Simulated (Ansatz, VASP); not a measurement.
# Ta: VASP beside Ansatz

File INCAR:

```
  PREC = Accurate
  ENCUT = 520
  EDIFF = 1E-6
  ISMEAR = -1
  SIGMA = 0.01
  LREAL = F
  LASPH = T
  NELM = 150
  ALGO = Normal
  ISIF = 2
  LWAVE = F
  LCHARG = F
  ISPIN = 2
  MAGMOM = 3
  LORBIT = 11
  LMAXMIX = 4
  GGA = PS
  ISYM = 0
  NBANDS = 16
```

The input KPOINTS:

```
regular mesh
0
Gamma
  1 1 1
```

POSCAR

```
Ta
1.0
   14.0000000000      0.0000000000      0.0000000000
    0.0000000000     14.4000000000      0.0000000000
    0.0000000000      0.0000000000     14.8000000000
Ta
1
Direct
    0.5000000000      0.5000000000      0.5000000000
```

Input for Ansatz:

```yaml
crystal:
  lattice:
    - [14.0, 0.0, 0.0]
    - [0.0, 14.4, 0.0]
    - [0.0, 0.0, 14.8]
  atoms:
    - { symbol: Ta, position: [0.5, 0.5, 0.5], spin: 3.0 }
  symmetry: { detect: false, time_reversal: true }
hamiltonian:
  xc: pbesol
  pseudopotentials:
    kind: paw
    azcp:
      Ta: "pseudopotentials/Ta.paw.azcp"
basis:
  ecutwfc: 420
  fft_grid_basis: typed
kpoints:
  mp_grid: { grid: [1, 1, 1], shift: [0, 0, 0] }
magnetization:
  spin_polarized: true
scf:
  occupations: { method: fermi_dirac, width: 0.01 }
```

Alike in both runs: task single point; functional PBEsol; k mesh 1 × 1 × 1; occupations fermi-dirac, width 0.01 eV; collinear spin.

```csv
,VASP,Ansatz
version,VASP 6.6.1,Ansatz 0.2.0
potentials or method,"VASP PAW PBE potentials, release 64 (Ta_pv), cutoff 520 eV","plane waves (420 eV) with PAW, scalar-relativistic"
valence electrons in the cell,11,13
```

```tsv
	VASP	Ansatz	Ansatz less VASP
net moment per atom (μB)	3.00	3.00	0.000
size of the moment on the site where the two differ most (μB)	2.13	3.00	+0.872
```

VASP's potentials were made for PBE, not for PBEsol, and Ansatz warns of the same on its side. Site moments also hang on the region over which each program counts them. VASP's potentials hold 11 valence electrons a cell and Ansatz's 13, so a difference there can come from the potentials and not from the codes.

Neither program's run includes spin-orbit coupling.
